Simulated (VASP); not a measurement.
# Ni2O3 (Pn-3m) in VASP: notebook, part 3 of 3

VASP 6.6.1.

## (5) Single point, PBE

This run uses another cell than the first one, of 9.60 Å³/atom, 1.064 times its volume.

The input, INCAR:

```
SYSTEM = Ni2O3
PREC     = Accurate       ! precision mode
ENCUT    = 520            ! plane-wave cutoff, eV
EDIFF    = 1E-7           ! SCF threshold, eV
ISMEAR   = -1             ! smearing method
SIGMA    = 0.06122561905347299 ! smearing width, eV
LREAL    = .False.        ! projectors in reciprocal space
LASPH    = .True.         ! aspherical terms in the spheres
NELM     = 60             ! most SCF steps
ALGO     = Normal         ! electronic algorithm
ISIF     = 2              ! what is computed and relaxed
LWAVE    = .False.        ! write WAVECAR
LCHARG   = .True.         ! write CHGCAR
GGA      = PE             ! functional
LELF     = .True.         ! ELF
LVHAR    = .True.       
NBANDS   = 49             ! bands
```

The input, KPOINTS:

```
regular mesh
0
Gamma
  8 8 8
  0 0 0
```

The input, POSCAR:

```
Ni2O3
1.0
    4.5787449862      0.0000000000      0.0000000000
    0.0000000000      4.5787449862      0.0000000000
    0.0000000000      0.0000000000      4.5787449862
Ni O
4 6
Direct
    0.2500000000      0.2500000000      0.2500000000
    0.7500000000      0.7500000000      0.2500000000
    0.7500000000      0.2500000000      0.7500000000
    0.2500000000      0.7500000000      0.7500000000
    0.5000000000      0.0000000000      0.0000000000
    0.0000000000      0.5000000000      0.0000000000
    0.0000000000      0.0000000000      0.5000000000
    0.5000000000      0.5000000000      0.0000000000
    0.5000000000      0.0000000000      0.5000000000
    0.0000000000      0.5000000000      0.5000000000
```

Potentials or basis: VASP PAW PBE potentials, release 64 (Ni, O).

Started as:

```sh
> cat potpaw_PBE.64/Ni/POTCAR potpaw_PBE.64/O/POTCAR > POTCAR
> mpirun -np 1 vasp_std > vasp.out
```

OUTCAR:

```text
SYSTEM = Ni2O3
   PREC = Accurate
   ENCUT = 520
   EDIFF = 1E-7
   ISMEAR = -1
   LREAL = .False.
   LASPH = .True.
   NELM = 60
   ISIF = 2
   GGA = PE

 ion  position               nearest neighbor table
   1  0.250  0.250  0.250-   5 1.98   6 1.98   7 1.98   8 1.98   9 1.98  10 1.98
   2  0.750  0.750  0.250-   5 1.98   6 1.98   7 1.98   8 1.98   9 1.98  10 1.98
   3  0.750  0.250  0.750-   5 1.98   6 1.98   7 1.98   8 1.98   9 1.98  10 1.98
   4  0.250  0.750  0.750-   5 1.98   6 1.98   7 1.98   8 1.98   9 1.98  10 1.98
   5  0.500  0.000  0.000-   1 1.98   2 1.98   3 1.98   4 1.98
   6  0.000  0.500  0.000-   1 1.98   2 1.98   3 1.98   4 1.98
   7  0.000  0.000  0.500-   1 1.98   2 1.98   3 1.98   4 1.98
   8  0.500  0.500  0.000-   1 1.98   2 1.98   3 1.98   4 1.98
   9  0.500  0.000  0.500-   1 1.98   2 1.98   3 1.98   4 1.98
  10  0.000  0.500  0.500-   1 1.98   2 1.98   3 1.98   4 1.98

  LATTYP: Found a simple cubic cell.
 ALAT       =     4.5787449862

  Lattice vectors:

 A1 = (   4.5787449862,   0.0000000000,   0.0000000000)
 A2 = (   0.0000000000,   4.5787449862,   0.0000000000)
 A3 = (   0.0000000000,   0.0000000000,   4.5787449862)

Analysis of symmetry for initial positions (statically):
=====================================================================
 Subroutine PRICEL returns:
 Original cell was already a primitive cell.

 Routine SETGRP: Setting up the symmetry group for a
 simple cubic supercell.

 Subroutine GETGRP returns: Found 48 space group operations
 (whereof 24 operations were pure point group operations)
 out of a pool of 48 trial point group operations.

The static configuration has the point symmetry T_d .
 The point group associated with its full space group is O_h .

Analysis of symmetry for dynamics (positions and initial velocities):
=====================================================================
 Subroutine PRICEL returns:
 Original cell was already a primitive cell.

[... 150 lines left out ...]
   LHFCALC =     F    Hartree Fock is set to
   AEXX    =    0.0000 exact exchange contribution
   IVDW    =     0    specifies the selected vdW correction
   LEPSILON=     F    determine dielectric tensor
   LRPA    =     F    only Hartree local field effects (RPA)
 non-spin polarized calculation
  energy-cutoff  :      520.00
  volume of cell :       95.99
 maximum number of plane-waves:      2612
 NGX is ok and might be reduce to    36
   NGX = 17   NGY = 17   NGZ = 17

 number of electron      76.0000062 magnetization

 Free energy of the ion-electron system (eV)
  ---------------------------------------------------
  ext. energy  EPLUGINS =         0.00000000
  ---------------------------------------------------
  free energy    TOTEN  =       -56.96679454 eV

  energy without entropy =      -56.89028494  energy(sigma->0) =      -56.92853974

 E-fermi :   5.8713     XC(G=0): -11.8238

 val. band max:        5.8638784066   @ k =   0.2500   0.2500   0.0000
 cond. band min:       5.8804731732   @ k =   0.2500   0.2500   0.2500
 fundamental gap:      0.0165947666
 Fermi energy:         5.8712583389

 k-point     1 :       0.0000    0.0000    0.0000
  band No.  band energies     occupation
      1     -14.8401      2.00000
      2     -13.3747      2.00000
      3     -13.3747      2.00000
      4     -12.0793      2.00000
      5     -12.0793      2.00000
      6     -11.2137      2.00000
[... 1237 lines left out ...]
     48      14.6422      0.00000
     49      15.6978      0.00000

 [... further k-points ...]

------------------------ aborting loop because EDIFF is reached ----------------------------------------

  FORCE on cell =-STRESS in cart. coord.  units (eV):
  Direction    XX          YY          ZZ          XY          YZ          ZX
  --------------------------------------------------------------------------------------
  -------------------------------------------------------------------------------------
  Total        0.2100998      0.2100998      0.2100998      0.0000000      0.0000000     -0.0000000
  in kB        3.5066852      3.5066852      3.5066852      0.0000000      0.0000000     -0.0000000
  external PRESSURE =       3.5066852 kB  Pullay stress =       0.0000000 kB

 VOLUME and BASIS-vectors are now :
 -----------------------------------------------------------------------------
  energy-cutoff  :      520.00
  volume of cell :       95.99
      direct lattice vectors                 reciprocal lattice vectors
     4.578744986  0.000000000  0.000000000     0.218400458  0.000000000  0.000000000
     0.000000000  4.578744986  0.000000000     0.000000000  0.218400458  0.000000000
     0.000000000  0.000000000  4.578744986     0.000000000  0.000000000  0.218400458

 POSITION                                       TOTAL-FORCE (eV/Angst)
 -----------------------------------------------------------------------------------
      1.14469      1.14469      1.14469         0.000000     -0.000000      0.000000
      3.43406      3.43406      1.14469        -0.000000     -0.000000      0.000000
      3.43406      1.14469      3.43406         0.000000      0.000000      0.000000
      1.14469      3.43406      3.43406         0.000000      0.000000     -0.000000
      2.28937      0.00000      0.00000        -0.000000      0.000000     -0.000000
      0.00000      2.28937      0.00000        -0.000000      0.000000     -0.000000
      0.00000      0.00000      2.28937        -0.000000      0.000000     -0.000000
      2.28937      2.28937      0.00000        -0.000000     -0.000000     -0.000000
      2.28937      0.00000      2.28937        -0.000000      0.000000      0.000000
      0.00000      2.28937      2.28937        -0.000000     -0.000000      0.000000
 -----------------------------------------------------------------------------------
    total drift:                               -0.000000      0.000000     -0.000000

  FREE ENERGIE OF THE ION-ELECTRON SYSTEM (eV)
  ---------------------------------------------------
  free  energy   TOTEN  =       -56.9667945384 eV

  energy  without entropy=      -56.8902849420  energy(sigma->0) =      -56.92853974
```

It took 3.2 min on 1 thread of Intel Xeon Platinum 8488C (Sapphire Rapids), shared host; peak memory 0.27 GiB.

Results:

* Free energy: -56.9668 eV
* Pressure: 0.4 GPa
* Band gap on the k mesh: zero (band 38 reaches 5.97 eV, above the bottom of band 39 at 5.20 eV)

Levels at points of the mesh, in eV from the Fermi level:
```tsv
k point	band 36	band 37	band 38	band 39	band 40	band 41
(0.00, 0.00, 0.00)	-0.79	-0.79	-0.79	1.13	1.13	1.13
(0.50, 0.00, 0.00)	-1.01	-0.45	-0.45	0.35	0.35	0.76
(0.50, 0.50, 0.00)	-1.18	-0.08	-0.08	0.06	0.06	0.63
(0.50, 0.50, 0.50)	-1.19	-0.67	-0.67	-0.67	0.97	0.97
```

Caveat: the run has no spin polarisation, though such a crystal can be magnetic; semilocal functionals often make such compounds metallic where correlation or magnetic order opens a gap, which also shifts bond lengths.

## (6) Single point, PBE

This run uses another cell than the first one, of 9.79 Å³/atom, 1.085 times its volume.

The input, INCAR:

```
  PREC = Accurate
  ENCUT = 520
  EDIFF = 1E-6
  ISMEAR = -1
  SIGMA = 0.06122561905347299
  LREAL = F
  LASPH = T
  NELM = 60
  ALGO = Normal
  ISIF = 2
  LWAVE = F
  LCHARG = F
  GGA = PE
  NBANDS = 49
```

The input, KPOINTS:

```
regular mesh
0
Gamma
  8 8 8
```

POSCAR, as its differences from that of step 5:

```diff
@@ -2,5 +2,5 @@
 1.0
-    4.5787449862      0.0000000000      0.0000000000
-    0.0000000000      4.5787449862      0.0000000000
-    0.0000000000      0.0000000000      4.5787449862
+    4.6090686844      0.0000000000      0.0000000000
+    0.0000000000      4.6090686844      0.0000000000
+    0.0000000000      0.0000000000      4.6090686844
 Ni O
```

Potentials or basis: VASP PAW PBE potentials, release 64 (Ni, O).

Started as:

```sh
> cat potpaw_PBE.64/Ni/POTCAR potpaw_PBE.64/O/POTCAR > POTCAR
> mpirun -np 1 vasp_std > vasp.out
```

OUTCAR:

```text
PREC = Accurate
   ENCUT = 520
   EDIFF = 1E-6
   ISMEAR = -1
   LREAL = F
   LASPH = T
   NELM = 60
   ISIF = 2
   GGA = PE

 ion  position               nearest neighbor table
   1  0.250  0.250  0.250-   5 2.00   6 2.00   7 2.00   8 2.00   9 2.00  10 2.00
   2  0.750  0.750  0.250-   5 2.00   6 2.00   7 2.00   8 2.00   9 2.00  10 2.00
   3  0.750  0.250  0.750-   5 2.00   6 2.00   7 2.00   8 2.00   9 2.00  10 2.00
   4  0.250  0.750  0.750-   5 2.00   6 2.00   7 2.00   8 2.00   9 2.00  10 2.00
   5  0.500  0.000  0.000-   1 2.00   2 2.00   3 2.00   4 2.00
   6  0.000  0.500  0.000-   1 2.00   2 2.00   3 2.00   4 2.00
[... 1471 lines left out ...]
  external PRESSURE =     -35.0608850 kB  Pullay stress =       0.0000000 kB

 VOLUME and BASIS-vectors are now :
 -----------------------------------------------------------------------------
  energy-cutoff  :      520.00
  volume of cell :       97.91
      direct lattice vectors                 reciprocal lattice vectors
     4.609068684  0.000000000  0.000000000     0.216963571  0.000000000  0.000000000
     0.000000000  4.609068684  0.000000000     0.000000000  0.216963571  0.000000000
     0.000000000  0.000000000  4.609068684     0.000000000  0.000000000  0.216963571

 POSITION                                       TOTAL-FORCE (eV/Angst)
 -----------------------------------------------------------------------------------
      1.15227      1.15227      1.15227         0.000000     -0.000000     -0.000000
      3.45680      3.45680      1.15227         0.000000     -0.000000     -0.000000
      3.45680      1.15227      3.45680         0.000000     -0.000000     -0.000000
      1.15227      3.45680      3.45680        -0.000000     -0.000000     -0.000000
      2.30453      0.00000      0.00000         0.000000      0.000000     -0.000000
      0.00000      2.30453      0.00000         0.000000      0.000000     -0.000000
      0.00000      0.00000      2.30453        -0.000000      0.000000      0.000000
      2.30453      2.30453      0.00000         0.000000     -0.000000      0.000000
      2.30453      0.00000      2.30453         0.000000      0.000000      0.000000
      0.00000      2.30453      2.30453         0.000000      0.000000      0.000000
 -----------------------------------------------------------------------------------
    total drift:                               -0.000000      0.000000     -0.000000

  FREE ENERGIE OF THE ION-ELECTRON SYSTEM (eV)
  ---------------------------------------------------
  free  energy   TOTEN  =       -56.9502052166 eV

  energy  without entropy=      -56.8727164884  energy(sigma->0) =      -56.91146085
```

stdout:

```text
POSCAR found type information on POSCAR NiO
 POSCAR found :  2 types and      10 ions
 scaLAPACK will be used
 LDA part: xc-table for (Slater+PW92), standard interpolation
 POSCAR, INCAR and KPOINTS ok, starting setup
 FFT: planning ... GRIDC
 FFT: planning ... GRID_SOFT
 FFT: planning ... GRID
 WAVECAR not read
 entering main loop
```

It took 4 min on 1 thread of Intel Xeon Platinum 8488C (Sapphire Rapids), shared host; peak memory 0.27 GiB.

What came out:

```yaml
Free_energy: -56.9502 eV
Pressure: -3.5 GPa
Band_gap_on_the_k_mesh: zero (band 38 reaches 5.69 eV, above the bottom of band 39 at 4.93 eV)
```

Caveat: the run has no spin polarisation, though such a crystal can be magnetic; semilocal functionals often make such compounds metallic where correlation or magnetic order opens a gap, which also shifts bond lengths. With open d or f shells a metallic result of PBE can be an artefact of self-interaction; +U or a hybrid may open a gap.

## (7) Overview

```csv
cell,gap on the mesh (eV),pressure (GPa)
"a = 4.485 Å, 10 atoms",none,14.9
"a = 4.517 Å, 10 atoms",none,9.4
"a = 4.548 Å, 10 atoms",none,4.7
"a = 4.579 Å, 10 atoms",none,0.4
"a = 4.609 Å, 10 atoms",none,-3.5
```

Alike in all rows: task single point; level PBE; potentials or basis VASP PAW PBE potentials, release 64 (Ni, O); no spin polarisation; k mesh 8 × 8 × 8; cutoff (eV) 520; smearing fermi-dirac 0.0612256 eV.

Caveats: the run has no spin polarisation, though such a crystal can be magnetic; semilocal functionals often make such compounds metallic where correlation or magnetic order opens a gap, which also shifts bond lengths.

Absolute energies hang on the potentials; compare differences alone.
